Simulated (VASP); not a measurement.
Fe, 1 atom in the cell. Symmetry: Im-3m, No. 229, cubic system. Conventional cell: a = 2.655 Å, b = 2.655 Å, c = 2.655 Å, α = 90.00°, β = 90.00°, γ = 90.00°. Within 3.0 Å of Fe (site symmetry m-3m) lie 14 Fe at 2.30 to 2.66 Å.  This cell differs from its parent crystal: volume scaled by 0.92.

| Quantity | Value |
| --- | --- |
| Program | VASP 6.6.1 |
| Task | single point |
| Functional | r2SCAN |
| Potentials or basis | VASP PAW PBE potentials, release 64 (Fe) |
| Cutoff | 660 eV |
| k mesh | 26 × 26 × 26 |
| Occupations | fermi-dirac, width 0.1 eV |
| Spin | no spin polarisation |
| Dipole correction | no |
| Further INCAR settings | ALGO = Normal; EDIFF = 1e-06; NBANDS = 10 |

Potentials or basis: VASP PAW PBE potentials, release 64 (Fe).

Launch:

```console
$ cat potpaw_PBE.64/Fe/POTCAR > POTCAR
$ cp INCAR.step1 INCAR
$ mpirun -np 1 vasp_std > vasp.out
$ cp INCAR.step2 INCAR
$ mpirun -np 1 vasp_std > vasp.out
```

Hardware: 1 thread of Intel Xeon 6975P-C (shared host).

Problem. Estimate the wall time of this run.

Solution. Wall time 3 min on 1 thread of Intel Xeon 6975P-C (shared host), peak memory 0.19 GiB. Counts: k points 511.
